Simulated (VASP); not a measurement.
# Bi (C2/m) in VASP: notebook

Runs on Bi. Level: PBEsol. Tasks: single point, relaxation of cell and atoms.

Everything below comes from runs of VASP 6.6.1. Logs are shortened: lines on timing, memory, paths and dates and some standing lists are left out, and cuts for length are marked.

## Step 1: The cell of the first run

Symmetry: C2/m, No. 12, monoclinic system. The conventional cell has a = 6.859 Å, b = 6.127 Å, c = 3.217 Å, α = 90.00°, β = 117.29°, γ = 90.00°. Within 4.1 Å of Bi (site symmetry m) lie 10 Bi at 3.15 to 3.92 Å.

## Step 2: Single point, PBEsol

The input, INCAR:

```
PREC = Accurate ; ENCUT = 520
EDIFF = 1E-7 ; ISMEAR = 0
SIGMA = 0.1 ; LREAL = False
LASPH = True ; NELM = 100
ALGO = Fast ; ISIF = 2
LWAVE = False ; LCHARG = False
GGA = PS ; NBANDS = 22
```

The input, KPOINTS:

```
Automatic mesh
0
Gamma
  10 10 14
```

The input, POSCAR:

```
Bi
1.0
    3.4265836198     -3.0632566968     -0.1366600227
    3.4265836198      3.0632566968     -0.1366600227
   -1.3597706862      0.0000000000      2.9150675980
Bi
2
Direct
    0.2500243498      0.2500243498      0.1193314622
    0.7499756502      0.7499756502      0.8806685378
```

Potentials or basis: VASP PAW PBE potentials, release 64 (Bi_d).

On the command line:

```console
$ cat potpaw_PBE.64/Bi_d/POTCAR > POTCAR
$ mpirun -np 1 vasp_std > vasp.out
```

OUTCAR:

```text
PREC = Accurate
   ENCUT = 520
   EDIFF = 1E-7
   ISMEAR = 0
   LREAL = False
   LASPH = True
   NELM = 100
   ISIF = 2
   GGA = PS

 ion  position               nearest neighbor table
   1  0.250  0.250  0.119-   2 3.15   2 3.16   2 3.16   2 3.17   2 3.84   2 3.89   2 3.92   2 3.92

   2  0.750  0.750  0.881-   1 3.15   1 3.16   1 3.16   1 3.17   1 3.84   1 3.89   1 3.92   1 3.92

  LATTYP: Found a base centered monoclinic cell.
 ALAT       =     6.8586153895
 B/A-ratio  =     0.8932580478
 C/A-ratio  =     0.4689885977
 COS(beta)  =    -0.4585127455

  Lattice vectors:

 A1 = (   3.4265836198,  -3.0632566968,  -0.1366600227)
 A2 = (   3.4265836198,   3.0632566968,  -0.1366600227)
 A3 = (  -1.3597706862,   0.0000000000,   2.9150675980)

Analysis of symmetry for initial positions (statically):
=====================================================================
 Subroutine PRICEL returns:
 Original cell was already a primitive cell.

 Routine SETGRP: Setting up the symmetry group for a
 base centered monoclinic supercell.

 Subroutine GETGRP returns: Found  4 space group operations
 (whereof  4 operations were pure point group operations)
 out of a pool of  4 trial point group operations.

The static configuration has the point symmetry C_2h.

Analysis of symmetry for dynamics (positions and initial velocities):
=====================================================================
 Subroutine PRICEL returns:
 Original cell was already a primitive cell.

 Routine SETGRP: Setting up the symmetry group for a
 base centered monoclinic supercell.

 Subroutine GETGRP returns: Found  4 space group operations
 (whereof  4 operations were pure point group operations)
 out of a pool of  4 trial point group operations.

The dynamic configuration has the point symmetry C_2h.

 Subroutine INISYM returns: Found  4 space group operations
 (whereof  4 operations are pure point group operations),
 and found     1 'primitive' translations

----------------------------------------------------------------------------------------

                                     Primitive cell

  volume of cell :      60.0576

  direct lattice vectors                    reciprocal lattice vectors
     3.426583620 -3.063256697 -0.136660023     0.148683992 -0.163224976  0.069355556
[... 82 lines left out ...]
   LSORBIT =      F    spin-orbit coupling
   LASPH  =      T    aspherical Exc in radial PAW
   ENCUT  =  520.0 eV  38.22 Ry    6.18 a.u.   8.55  8.55  5.98*2*pi/ulx,y,z
   NELM   =    100;   NELMIN=  2; NELMDL= -5     # of ELM steps
   EDIFF  = 0.1E-06   stopping-criterion for ELM
   LREAL  =      F    real-space projection
   EDIFFG = 0.1E-05   stopping-criterion for IOM
   NSW    =      0    number of steps for IOM
   IBRION =     -1    ionic relax: 0-MD 1-quasi-New 2-CG
   NFREE  =      0    steps in history (QN), initial steepest desc. (CG)
   ISIF   =      2    stress and relaxation
   ISYM   =      2    0-nonsym 1-usesym 2-fastsym
   POTIM  = 0.5000    time-step for ionic-motion
   TEBEG  =    0.0;   TEEND  =   0.0 temperature during run
   PSTRESS=    0.0 pullay stress
   NELECT =      30.0000    total number of electrons
   NUPDOWN=      -1.0000    fix difference up-down
   EMIN   =  10.00;   EMAX   =-10.00  energy-range for DOS
   EFERMI =   0.00;   METHOD = LEGACY
   ISMEAR =     0;   SIGMA  =   0.10  broadening in eV -4-tet -1-fermi 0-gaus
   EFERMI_NEDOS =   21; number of points for ismear=-14 and -15
   IALGO  =     68    algorithm
   IMIX   =      4    mixing-type and parameters
     AMIX     =   0.40;   BMIX     =  1.00
     AMIX_MAG =   1.60;   BMIX_MAG =  1.00
  volume/ion in A,a.u.               =      30.03       202.64
  Fermi-wavevector in a.u.,A,eV,Ry     =   1.298951  2.454661 22.956739  1.687273
  Thomas-Fermi vector in A             =   2.430246
   LORBIT       =      0    0 simple, 1 ext, 2 COOP (PROOUT), +10 PAW based schemes
   GGA     = PS    functional components
   LHFCALC =     F    Hartree Fock is set to
   AEXX    =    0.0000 exact exchange contribution
   IVDW    =     0    specifies the selected vdW correction
   LEPSILON=     F    determine dielectric tensor
   LRPA    =     F    only Hartree local field effects (RPA)
 non-spin polarized calculation
 RMM-DIIS sequential band-by-band and
 Gauss-broadening in eV      SIGMA  =   0.10
  energy-cutoff  :      520.00
  volume of cell :       60.06
 maximum number of plane-waves:      1643
 NGX is ok and might be reduce to    36
   NGX = 17   NGY = 17   NGZ = 11

 number of electron      30.0000005 magnetization

 Free energy of the ion-electron system (eV)
  ---------------------------------------------------
  ext. energy  EPLUGINS =         0.00000000
  ---------------------------------------------------
  free energy    TOTEN  =        -8.50448575 eV

  energy without entropy =       -8.50031983  energy(sigma->0) =       -8.50240279

 E-fermi :   8.1740     XC(G=0): -10.5315

 val. band max:        8.1632780009   @ k =  -0.3000   0.0000   0.2857
 cond. band min:       8.1893377396   @ k =   0.0000   0.0000   0.2143
 fundamental gap:      0.0260597387
 Fermi energy:         8.1740033612

 k-point     1 :       0.0000    0.0000    0.0000
  band No.  band energies     occupation
      1     -14.9303      2.00000
      2     -14.8772      2.00000
      3     -14.8185      2.00000
      4     -14.7892      2.00000
      5     -14.6198      2.00000
      6     -14.6096      2.00000
[... 589 lines left out ...]
     21      18.4157      0.00000
     22      18.6089      0.00000

 [... further k-points ...]

------------------------ aborting loop because EDIFF is reached ----------------------------------------

  FORCE on cell =-STRESS in cart. coord.  units (eV):
  Direction    XX          YY          ZZ          XY          YZ          ZX
  --------------------------------------------------------------------------------------
  -------------------------------------------------------------------------------------
  Total        1.8427030      1.8547434      1.8615820      0.0000000      0.0000000      0.0047344
  in kB       49.1584438     49.4796498     49.6620857      0.0000000      0.0000000      0.1263013
  external PRESSURE =      49.4333931 kB  Pullay stress =       0.0000000 kB

 VOLUME and BASIS-vectors are now :
 -----------------------------------------------------------------------------
  energy-cutoff  :      520.00
  volume of cell :       60.06
      direct lattice vectors                 reciprocal lattice vectors
     3.426583620 -3.063256697 -0.136660023     0.148683992 -0.163224976  0.069355556
     3.426583620  3.063256697 -0.136660023     0.148683992  0.163224976  0.069355556
    -1.359770686  0.000000000  2.915067598     0.013940780  0.000000000  0.349548074

 POSITION                                       TOTAL-FORCE (eV/Angst)
 -----------------------------------------------------------------------------------
      1.55120      0.00000      0.27952         0.002705      0.000000     -0.001001
      3.94220      0.00000      2.36222        -0.002705      0.000000      0.001001
 -----------------------------------------------------------------------------------
    total drift:                               -0.000000     -0.000000      0.000000

  FREE ENERGIE OF THE ION-ELECTRON SYSTEM (eV)
  ---------------------------------------------------
  free  energy   TOTEN  =        -8.5044857524 eV

  energy  without entropy=       -8.5003198278  energy(sigma->0) =       -8.50240279
```

OSZICAR:

```text
N       E                     dE             d eps       ncg     rms          rms(c)
DAV:   1     0.305738616077E+03    0.30574E+03   -0.16235E+04 17254   0.173E+03
DAV:   2     0.171012103264E+02   -0.28864E+03   -0.28120E+03 17572   0.448E+02
DAV:   3    -0.764869252016E+01   -0.24750E+02   -0.24422E+02 20748   0.142E+02
DAV:   4    -0.848422184868E+01   -0.83553E+00   -0.83469E+00 21268   0.282E+01
DAV:   5    -0.852009990066E+01   -0.35878E-01   -0.35877E-01 24830   0.528E+00    0.890E-01
RMM:   6    -0.850833905056E+01    0.11761E-01   -0.17204E-02 20741   0.145E+00    0.503E-01
RMM:   7    -0.850428345177E+01    0.40556E-02   -0.14285E-02 20339   0.119E+00    0.105E-01
RMM:   8    -0.850439932969E+01   -0.11588E-03   -0.36511E-03 24068   0.598E-01    0.208E-02
RMM:   9    -0.850448726472E+01   -0.87935E-04   -0.97677E-04 28358   0.238E-01    0.261E-02
RMM:  10    -0.850451048200E+01   -0.23217E-04   -0.15385E-04 27290   0.100E-01    0.410E-02
RMM:  11    -0.850448657080E+01    0.23911E-04   -0.43236E-05 20847   0.883E-02    0.636E-03
RMM:  12    -0.850448685486E+01   -0.28406E-06   -0.15975E-05 27397   0.285E-02    0.407E-03
RMM:  13    -0.850448694875E+01   -0.93890E-07   -0.13567E-06 24327   0.935E-03    0.401E-03
RMM:  14    -0.850448707555E+01   -0.12680E-06   -0.29025E-07 12762   0.552E-03    0.473E-03
RMM:  15    -0.850448543523E+01    0.16403E-05   -0.11336E-06 23011   0.121E-02    0.252E-03
RMM:  16    -0.850448573783E+01   -0.30259E-06   -0.13057E-07 11238   0.299E-03    0.162E-03
RMM:  17    -0.850448575244E+01   -0.14617E-07   -0.79564E-08 10379   0.375E-03
   1 F= -.85044858E+01 E0= -.85024028E+01  d E =-.416592E-02
```

stdout:

```text
POSCAR found type information on POSCAR Bi
[... 34 lines left out ...]
 num prob  num prob  num prob  num prob  num prob  num prob  num prob  num prob  num prob  num prob  num prob  num prob  num prob  num prob  num prob  num prob  num prob  num prob  num prob  num prob  num prob  num prob  num prob  num prob  num prob  num prob  num prob  num prob  num prob  num prob  num prob  num prob  num prob  num prob  num prob  num prob  num prob  num prob  num prob  num prob  num prob  num prob  num prob  num prob  num prob  num prob  num prob  num prob  num prob  num prob  num prob  num prob  num prob  num prob  num prob  num prob  num prob  num prob  num prob  num prob  num prob  num prob  num prob  num prob  num prob  num prob WARNING in EDDRMM: call to ZHEGV failed, returncode =   8  4     22
 num prob  num prob  num prob RMM:  17    -0.850448575244E+01   -0.14617E-07   -0.79564E-08 10379   0.375E-03
```

Run time: 11 min. Hardware: 1 thread of Intel Xeon 8259CL, shared host; peak memory 0.49 GiB.

Results:

- Free energy: -8.5045 eV
- Pressure: 4.9 GPa
- Band gap on the k mesh: zero (bands 15 and 16 overlap by 5.98 eV)

Forces on the atoms (eV/Å):
```
Bi   0.003  0.000 -0.001
Bi  -0.003  0.000  0.001
```

Levels at points of the mesh, in eV from the Fermi level:
| k point | band 12 | band 13 | band 14 | band 15 | band 16 | band 17 | band 18 | band 19 |
| --- | --- | --- | --- | --- | --- | --- | --- | --- |
| (0.00, 0.00, 0.00) | -9.09 | -3.47 | -3.44 | 2.45 | 3.69 | 3.79 | 4.97 | 5.02 |
| (0.50, 0.00, 0.00) | -12.17 | -1.05 | -1.05 | -1.01 | -1.00 | 4.31 | 4.47 | 8.70 |
| (0.50, 0.50, 0.00) | -11.53 | -5.76 | -5.75 | 3.66 | 3.90 | 6.18 | 6.25 | 10.44 |
| (0.00, 0.00, 0.50) | -9.04 | -4.74 | -3.24 | -2.41 | 0.89 | 1.58 | 2.28 | 5.81 |
| (0.50, 0.00, 0.50) | -9.14 | -4.61 | -3.23 | -2.36 | 0.72 | 1.37 | 2.16 | 5.83 |
| (0.50, 0.50, 0.50) | -9.08 | -4.74 | -3.28 | -2.49 | 0.66 | 1.51 | 2.35 | 5.77 |

Caveat: the cell stands under pressure; the PAW data sets were made with another functional, which shifts forces and pressure a little; spin-orbit coupling is left out, which moves the levels of the heavy elements.

(Part 1 of 2 ends here.)
